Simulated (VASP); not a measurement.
# Cu (Fm-3m) in VASP: further runs

Runs on Cu. Level: PBEsol. Tasks: single point, relaxation of cell and atoms.

Everything below comes from runs of VASP 6.6.1. Logs are shortened: lines on timing, memory, paths and dates and some standing lists are left out, and cuts for length are marked.

**1. The cell of the first run**

Symmetry: Fm-3m, No. 225, cubic system. Conventional cell: a = 3.564 Å, b = 3.564 Å, c = 3.564 Å, α = 90.00°, β = 90.00°, γ = 90.00°. Within 3.3 Å of Cu (site symmetry m-3m) lie 12 Cu at 2.52 Å.

**2. Single point, PBEsol**

The input, INCAR:

```
ALGO = Normal ; EDIFF = 1E-6
ENCUT = 520 ; GGA = PS
ISIF = 2 ; ISMEAR = -1
LASPH = True ; LCHARG = False
LREAL = False ; LWAVE = False
NBANDS = 12 ; NELM = 80
PREC = Accurate ; SIGMA = 0.1
```

The input, KPOINTS:

```
k-points
0
Gamma
  10 10 10
```

The input, POSCAR:

```
Cu
1.0
    0.0000000000      1.7819020683      1.7819020683
    1.7819020683      0.0000000000      1.7819020683
    1.7819020683      1.7819020683      0.0000000000
Cu
1
Direct
    0.0000000000      0.0000000000      0.0000000000
```

Potentials or basis: VASP PAW PBE potentials, release 64 (Cu).

Command:

```
$ cat potpaw_PBE.64/Cu/POTCAR > POTCAR
$ mpirun -np 1 vasp_std > vasp.out
```

OUTCAR:

```text
EDIFF = 1E-6
   ENCUT = 520
   GGA = PS
   ISIF = 2
   ISMEAR = -1
   LASPH = True
   LREAL = False
   NELM = 80
   PREC = Accurate

 ion  position               nearest neighbor table
   1  0.000  0.000  0.000-

  LATTYP: Found a face centered cubic cell.
 ALAT       =     3.5638041366

  Lattice vectors:

 A1 = (   0.0000000000,   1.7819020683,   1.7819020683)
 A2 = (   1.7819020683,   0.0000000000,   1.7819020683)
 A3 = (   1.7819020683,   1.7819020683,   0.0000000000)

Analysis of symmetry for initial positions (statically):
=====================================================================
 Subroutine PRICEL returns:
 Original cell was already a primitive cell.

 Routine SETGRP: Setting up the symmetry group for a
 face centered cubic supercell.

 Subroutine GETGRP returns: Found 48 space group operations
 (whereof 48 operations were pure point group operations)
 out of a pool of 48 trial point group operations.

The static configuration has the point symmetry O_h .

Analysis of symmetry for dynamics (positions and initial velocities):
=====================================================================
 Subroutine PRICEL returns:
 Original cell was already a primitive cell.

 Routine SETGRP: Setting up the symmetry group for a
 face centered cubic supercell.

 Subroutine GETGRP returns: Found 48 space group operations
 (whereof 48 operations were pure point group operations)
 out of a pool of 48 trial point group operations.

The dynamic configuration has the point symmetry O_h .

 Subroutine INISYM returns: Found 48 space group operations
 (whereof 48 operations are pure point group operations),
 and found     1 'primitive' translations

----------------------------------------------------------------------------------------

                                     Primitive cell

  volume of cell :      11.3157

  direct lattice vectors                    reciprocal lattice vectors
     0.000000000  1.781902068  1.781902068    -0.280599035  0.280599035  0.280599035
     1.781902068  0.000000000  1.781902068     0.280599035 -0.280599035  0.280599035
     1.781902068  1.781902068  0.000000000     0.280599035  0.280599035 -0.280599035

  length of vectors
     2.519990072  2.519990072  2.519990072     0.486011784  0.486011784  0.486011784

  position of ions in fractional coordinates (direct lattice)
     0.000000000  0.000000000  0.000000000

  ion indices of the primitive-cell ions
   primitive index   ion index
                 1           1

----------------------------------------------------------------------------------------

 KPOINTS: k-points

Automatic generation of k-mesh.
 Grid dimensions read from file:
 generate k-points for:   10   10   10

 Generating k-lattice:

  Cartesian coordinates                     Fractional coordinates (reciprocal lattice)
    -0.028059903  0.028059903  0.028059903     0.100000000  0.000000000  0.000000000
     0.028059903 -0.028059903  0.028059903     0.000000000  0.100000000  0.000000000
     0.028059903  0.028059903 -0.028059903     0.000000000  0.000000000  0.100000000

  Length of vectors
     0.048601178  0.048601178  0.048601178

  Shift w.r.t. Gamma in fractional coordinates (k-lattice)
     0.000000000  0.000000000  0.000000000

 Subroutine IBZKPT returns following result:
 ===========================================

 Found     47 irreducible k-points:

 Following reciprocal coordinates:
            Coordinates               Weight
  0.000000  0.000000  0.000000      1.000000
  0.100000  0.000000  0.000000      8.000000
  0.200000  0.000000  0.000000      8.000000
  0.300000  0.000000  0.000000      8.000000
  0.400000  0.000000  0.000000      8.000000
  0.500000  0.000000  0.000000      4.000000
[... 16 lines left out ...]
  0.300000  0.300000  0.000000      6.000000
  0.400000  0.300000  0.000000     24.000000
 [... further k-points ...]
   k-points           NKPTS =     47   k-points in BZ     NKDIM =     47   number of bands    NBANDS=     12
   number of dos      NEDOS =    301   number of ions     NIONS =      1
   total plane-waves  NPLWV =   8000
   dimension x,y,z NGX =    20 NGY =   20 NGZ =   20
   dimension x,y,z NGXF=    40 NGYF=   40 NGZF=   40
   ions per type =               1
   NGX,Y,Z   is equivalent  to a cutoff of  13.19, 13.19, 13.19 a.u.
   NGXF,Y,Z  is equivalent  to a cutoff of  26.39, 26.39, 26.39 a.u.
 SYSTEM =  unknown system
   PREC   = accura    normal or accurate (medium, high low for compatibility)
   ISTART =      0    job   : 0-new  1-cont  2-samecut
   ICHARG =      2    charge: 1-file 2-atom 10-const
   ISPIN  =      1    spin polarized calculation?
   LNONCOLLINEAR =      F non collinear calculations
   LSORBIT =      F    spin-orbit coupling
   LASPH  =      T    aspherical Exc in radial PAW
   ENCUT  =  520.0 eV  38.22 Ry    6.18 a.u.   4.69  4.69  4.69*2*pi/ulx,y,z
   NELM   =     80;   NELMIN=  2; NELMDL= -5     # of ELM steps
   EDIFF  = 0.1E-05   stopping-criterion for ELM
   LREAL  =      F    real-space projection
   EDIFFG = 0.1E-04   stopping-criterion for IOM
   NSW    =      0    number of steps for IOM
   IBRION =     -1    ionic relax: 0-MD 1-quasi-New 2-CG
   NFREE  =      0    steps in history (QN), initial steepest desc. (CG)
   ISIF   =      2    stress and relaxation
   ISYM   =      2    0-nonsym 1-usesym 2-fastsym
   POTIM  = 0.5000    time-step for ionic-motion
   TEBEG  =    0.0;   TEEND  =   0.0 temperature during run
   PSTRESS=    0.0 pullay stress
   NELECT =      11.0000    total number of electrons
   NUPDOWN=      -1.0000    fix difference up-down
   EMIN   =  10.00;   EMAX   =-10.00  energy-range for DOS
   EFERMI =   0.00;   METHOD = LEGACY
   ISMEAR =    -1;   SIGMA  =   0.10  broadening in eV -4-tet -1-fermi 0-gaus
   EFERMI_NEDOS =   21; number of points for ismear=-14 and -15
   IALGO  =     38    algorithm
   IMIX   =      4    mixing-type and parameters
     AMIX     =   0.40;   BMIX     =  1.00
     AMIX_MAG =   1.60;   BMIX_MAG =  1.00
  volume/ion in A,a.u.               =      11.32        76.36
  Fermi-wavevector in a.u.,A,eV,Ry     =   1.621730  3.064625 35.783436  2.630008
  Thomas-Fermi vector in A             =   2.715459
   LORBIT       =      0    0 simple, 1 ext, 2 COOP (PROOUT), +10 PAW based schemes
   GGA     = PS    functional components
   LHFCALC =     F    Hartree Fock is set to
   AEXX    =    0.0000 exact exchange contribution
   IVDW    =     0    specifies the selected vdW correction
   LEPSILON=     F    determine dielectric tensor
   LRPA    =     F    only Hartree local field effects (RPA)
 non-spin polarized calculation
  energy-cutoff  :      520.00
  volume of cell :       11.32
 maximum number of plane-waves:       322
   NGX =  9   NGY =  9   NGZ =  9

 number of electron      11.0000013 magnetization

 Free energy of the ion-electron system (eV)
  ---------------------------------------------------
  ext. energy  EPLUGINS =         0.00000000
  ---------------------------------------------------
  free energy    TOTEN  =        -4.30233488 eV

  energy without entropy =       -4.28663766  energy(sigma->0) =       -4.29448627

 E-fermi :   7.8630     XC(G=0): -13.1610

 val. band max:        7.7653525534   @ k =   0.5000   0.1000   0.0000
 cond. band min:       8.0488025558   @ k =   0.5000   0.3000   0.1000
 fundamental gap:      0.2834500025
 Fermi energy:         7.8630205661

 k-point     1 :       0.0000    0.0000    0.0000
  band No.  band energies     occupation
      1      -1.7805      2.00000
      2       4.7687      2.00000
      3       4.7687      2.00000
      4       4.7687      2.00000
      5       5.6575      2.00000
      6       5.6575      2.00000
      7      30.8651      0.00000
      8      33.8140      0.00000
      9      33.8140      0.00000
     10      33.8140      0.00000
     11      36.3297      0.00000
     12      36.3297      0.00000

 k-point     2 :       0.1000    0.0000    0.0000
  band No.  band energies     occupation
      1      -1.4069      2.00000
      2       4.6890      2.00000
      3       4.8374      2.00000
      4       4.8374      2.00000
      5       5.6327      2.00000
      6       5.6327      2.00000
      7      28.4598      0.00000
      8      31.7343      0.00000
      9      32.9033      0.00000
     10      32.9033      0.00000
     11      37.7199      0.00000
     12      37.7199      0.00000

 k-point     3 :       0.2000    0.0000    0.0000
  band No.  band energies     occupation
      1      -0.3355      2.00000
      2       4.5279      2.00000
      3       4.9406      2.00000
      4       4.9406      2.00000
      5       5.6543      2.00000
      6       5.6543      2.00000
      7      23.2507      0.00000
      8      31.1731      0.00000
      9      31.7875      0.00000
     10      31.7875      0.00000
     11      38.1813      0.00000
     12      38.2625      0.00000
[... 286 lines left out ...]
 k-point    23 :       0.3000    0.3000    0.0000
  band No.  band energies     occupation
      1       1.9490      2.00000
      2       3.7699      2.00000
      3       5.3491      2.00000
      4       5.7339      2.00000
      5       5.7339      2.00000
      6       6.0399      2.00000
      7      23.8366      0.00000
      8      24.0721      0.00000
      9      24.0721      0.00000
     10      26.7835      0.00000
     11      29.9312      0.00000
     12      47.7774      0.00000

 k-point    24 :       0.4000    0.3000    0.0000
  band No.  band energies     occupation
      1       2.6809      2.00000
      2       3.6237      2.00000
      3       5.3231      2.00000
      4       5.7996      2.00000
      5       6.2292      2.00000
      6       6.8435      1.99993
      7      20.3605      0.00000
      8      21.2513      0.00000
      9      23.2371      0.00000
     10      27.4331      0.00000
     11      31.3454      0.00000
     12      46.3880      0.00000

 [... further k-points ...]
[... 5 lines left out ...]
  --------------------------------------------------------------------------------------
  -------------------------------------------------------------------------------------
  Total        0.0558334      0.0558334      0.0558334     -0.0000000     -0.0000000      0.0000000
  in kB        7.9053938      7.9053938      7.9053938     -0.0000000     -0.0000000      0.0000000
  external PRESSURE =       7.9053938 kB  Pullay stress =       0.0000000 kB

 VOLUME and BASIS-vectors are now :
 -----------------------------------------------------------------------------
  energy-cutoff  :      520.00
  volume of cell :       11.32
      direct lattice vectors                 reciprocal lattice vectors
     0.000000000  1.781902068  1.781902068    -0.280599035  0.280599035  0.280599035
     1.781902068  0.000000000  1.781902068     0.280599035 -0.280599035  0.280599035
     1.781902068  1.781902068  0.000000000     0.280599035  0.280599035 -0.280599035

 POSITION                                       TOTAL-FORCE (eV/Angst)
 -----------------------------------------------------------------------------------
      0.00000      0.00000      0.00000        -0.000000      0.000000      0.000000
 -----------------------------------------------------------------------------------
    total drift:                               -0.000000     -0.000000     -0.000000

  FREE ENERGIE OF THE ION-ELECTRON SYSTEM (eV)
  ---------------------------------------------------
  free  energy   TOTEN  =        -4.3023348847 eV

  energy  without entropy=       -4.2866376551  energy(sigma->0) =       -4.29448627
```

Wall time 16 s (1 thread of AMD EPYC 7R13, shared host); peak memory 0.09 GiB.

Results:

| Item | Value |
| --- | --- |
| Free energy | -4.3023 eV |
| Pressure | 0.8 GPa |

Levels at points of the mesh, in eV from the Fermi level:
```tsv
k point	band 2	band 3	band 4	band 5	band 6	band 7	band 8	band 9	band 10	band 11
(0.00, 0.00, 0.00)	-3.09	-3.09	-3.09	-2.21	-2.21	23.00	25.95	25.95	25.95	28.47
(0.50, 0.00, 0.00)	-3.13	-3.13	-1.60	-1.60	-1.09	4.03	21.48	22.76	22.76	25.73
(0.50, 0.50, 0.00)	-4.59	-1.62	-1.45	-1.45	1.50	7.47	13.44	13.44	18.07	21.03
```

Caveat: the PAW data sets were made with another functional, which shifts forces and pressure a little.

**3. Relaxation of cell and atoms, PBEsol**

This run uses another cell than the first one, of 11.81 Å³/atom, 1.044 times its volume.

The input, INCAR:

```
SYSTEM = Cu
ALGO = Normal ; EDIFF = 1E-7
EDIFFG = -0.01 ; ENCUT = 600
GGA = PS ; IBRION = 2
ISIF = 3 ; ISMEAR = -1
LASPH = .True. ; LCHARG = .False.
LREAL = .False. ; LWAVE = .False.
NELM = 60 ; NSW = 80
PREC = Accurate ; SIGMA = 0.1
```

The input, KPOINTS:

```
k-points
0
Gamma
  10 10 10
  0 0 0
```

The input, POSCAR:

```
Cu
1.0
    0.0000000000      1.8075000000      1.8075000000
    1.8075000000      0.0000000000      1.8075000000
    1.8075000000      1.8075000000      0.0000000000
Cu
1
Direct
    0.0000000000      0.0000000000      0.0000000000
```

Potentials or basis: VASP PAW PBE potentials, release 64 (Cu).

Command:

```
$ cat potpaw_PBE.64/Cu/POTCAR > POTCAR
$ mpirun -np 1 vasp_std > vasp.out
```

OUTCAR:

```text
SYSTEM = Cu
   EDIFF = 1E-7
   EDIFFG = -0.01
   ENCUT = 600
   GGA = PS
   IBRION = 2
   ISIF = 3
   ISMEAR = -1
   LASPH = .True.
   LREAL = .False.
   NELM = 60
   NSW = 80
   PREC = Accurate

 ion  position               nearest neighbor table
   1  0.000  0.000  0.000-

  LATTYP: Found a face centered cubic cell.
 ALAT       =     3.6150000000

  Lattice vectors:

 A1 = (   0.0000000000,   1.8075000000,   1.8075000000)
 A2 = (   1.8075000000,   0.0000000000,   1.8075000000)
 A3 = (   1.8075000000,   1.8075000000,   0.0000000000)

Analysis of symmetry for initial positions (statically):
=====================================================================
 Subroutine PRICEL returns:
 Original cell was already a primitive cell.

 Routine SETGRP: Setting up the symmetry group for a
 face centered cubic supercell.

 Subroutine GETGRP returns: Found 48 space group operations
 (whereof 48 operations were pure point group operations)
 out of a pool of 48 trial point group operations.

The static configuration has the point symmetry O_h .

Analysis of symmetry for dynamics (positions and initial velocities):
=====================================================================
 Subroutine PRICEL returns:
 Original cell was already a primitive cell.

 Routine SETGRP: Setting up the symmetry group for a
 face centered cubic supercell.

 Subroutine GETGRP returns: Found 48 space group operations
 (whereof 48 operations were pure point group operations)
 out of a pool of 48 trial point group operations.

The dynamic configuration has the point symmetry O_h .

 Subroutine INISYM returns: Found 48 space group operations
 (whereof 48 operations are pure point group operations),
 and found     1 'primitive' translations
[... 117 lines left out ...]
   LORBIT       =      0    0 simple, 1 ext, 2 COOP (PROOUT), +10 PAW based schemes
   GGA     = PS    functional components
   LHFCALC =     F    Hartree Fock is set to
   AEXX    =    0.0000 exact exchange contribution
   IVDW    =     0    specifies the selected vdW correction
   LEPSILON=     F    determine dielectric tensor
   LRPA    =     F    only Hartree local field effects (RPA)
 conjugate gradient relaxation of ions
 non-spin polarized calculation
  energy-cutoff  :      600.00
  volume of cell :       11.81
 maximum number of plane-waves:       411
   NGX = 11   NGY = 11   NGZ = 11

--------------------------------------- Ionic step        1  -------------------------------------------

 number of electron      11.0000001 magnetization

 Free energy of the ion-electron system (eV)
  ---------------------------------------------------
  ext. energy  EPLUGINS =         0.00000000
  ---------------------------------------------------
  free energy    TOTEN  =        -4.29472236 eV

  energy without entropy =       -4.27857955  energy(sigma->0) =       -4.28665095

------------------------ aborting loop because EDIFF is reached ----------------------------------------

  FORCE on cell =-STRESS in cart. coord.  units (eV):
  Direction    XX          YY          ZZ          XY          YZ          ZX
  --------------------------------------------------------------------------------------
  -------------------------------------------------------------------------------------
  Total       -0.4137976     -0.4137976     -0.4137976      0.0000000     -0.0000000      0.0000000
  in kB      -56.1349934    -56.1349934    -56.1349934      0.0000000     -0.0000000      0.0000000
  external PRESSURE =     -56.1349934 kB  Pullay stress =       0.0000000 kB
[... 57 lines left out ...]
--------------------------------------- Ionic step        3  -------------------------------------------

 number of electron      11.0000013 magnetization

 Free energy of the ion-electron system (eV)
  ---------------------------------------------------
  ext. energy  EPLUGINS =         0.00000000
  ---------------------------------------------------
  free energy    TOTEN  =        -4.30275626 eV

  energy without entropy =       -4.28700219  energy(sigma->0) =       -4.29487922

 E-fermi :   7.8001     XC(G=0): -13.1324

 val. band max:        7.7071347583   @ k =   0.5000   0.1000   0.0000
 cond. band min:       7.9839156165   @ k =   0.5000   0.3000   0.1000
 fundamental gap:      0.2767808583
 Fermi energy:         7.8001482960

 k-point     1 :       0.0000    0.0000    0.0000
  band No.  band energies     occupation
      1      -1.8048      2.00000
      2       4.7222      2.00000
      3       4.7222      2.00000
      4       4.7222      2.00000
      5       5.6044      2.00000
      6       5.6044      2.00000
      7      30.7642      0.00000
      8      33.6752      0.00000
      9      33.6752      0.00000
[... 265 lines left out ...]
 k-point    24 :       0.4000    0.3000    0.0000
  band No.  band energies     occupation
      1       2.6468      2.00000
      2       3.5860      2.00000
      3       5.2732      2.00000
      4       5.7456      2.00000
      5       6.1720      2.00000
      6       6.7846      1.99992
      7      20.2609      0.00000
      8      21.1444      0.00000
      9      23.1285      0.00000

 [... further k-points ...]
[... 5 lines left out ...]
  --------------------------------------------------------------------------------------
  -------------------------------------------------------------------------------------
  Total        0.0002299      0.0002299      0.0002299      0.0000000      0.0000000     -0.0000000
  in kB        0.0323910      0.0323910      0.0323910      0.0000000      0.0000000     -0.0000000
  external PRESSURE =       0.0323910 kB  Pullay stress =       0.0000000 kB
[... 16 lines left out ...]
  FREE ENERGIE OF THE ION-ELECTRON SYSTEM (eV)
  ---------------------------------------------------
  free  energy   TOTEN  =        -4.3027562573 eV

  energy  without entropy=       -4.2870021861  energy(sigma->0) =       -4.29487922

 reached required accuracy - stopping structural energy minimisation
```

CONTCAR:

```text
Cu
   1.00000000000000
     0.0000000000000000    1.7847698590447230    1.7847698590447230
     1.7847698590447230    0.0000000000000000    1.7847698590447230
     1.7847698590447230    1.7847698590447230    0.0000000000000000
  Cu
     1
Direct
     0.0000000000000000    0.0000000000000000    0.0000000000000000

  0.00000000E+00  0.00000000E+00  0.00000000E+00
```

Wall time 31 s (1 thread of AMD EPYC 7R13, shared host); peak memory 0.1 GiB.

Results:

| Item | Value |
| --- | --- |
| Free energy | -4.3028 eV |
| Relaxed volume | 11.37 Å³/atom |
| Relaxed cell | a = 2.524 Å, b = 2.524 Å, c = 2.524 Å, α = 60.00°, β = 60.00°, γ = 60.00° |
| Space group after relaxing (to 0.05 Å) | Fm-3m (No. 225) |
| Energy gained by relaxing | 8.0 meV/atom |
| Ionic steps | 3 |
| Pressure after relaxing | 0.0 GPa |

The path:
```tsv
step	energy change (eV)	largest force (eV/Å)	pressure (GPa)	volume (Å³)
1	0.0000	0.0000	-5.61	11.81
2	-0.0050	0.0000	3.89	11.12
3	-0.0080	0.0000	0.00	11.37
```

Final structure:
```cif
data_structure
_symmetry_space_group_name_H-M 'P 1'
_symmetry_Int_Tables_number 1
_cell_length_a 2.5240
_cell_length_b 2.5240
_cell_length_c 2.5240
_cell_angle_alpha 60.000
_cell_angle_beta 60.000
_cell_angle_gamma 60.000
_cell_volume 11.37
loop_
_atom_site_label
_atom_site_type_symbol
_atom_site_fract_x
_atom_site_fract_y
_atom_site_fract_z
_atom_site_occupancy
Cu1 Cu 0.00000 0.00000 0.00000 1
```

Caveat: the PAW data sets were made with another functional, which shifts forces and pressure a little.
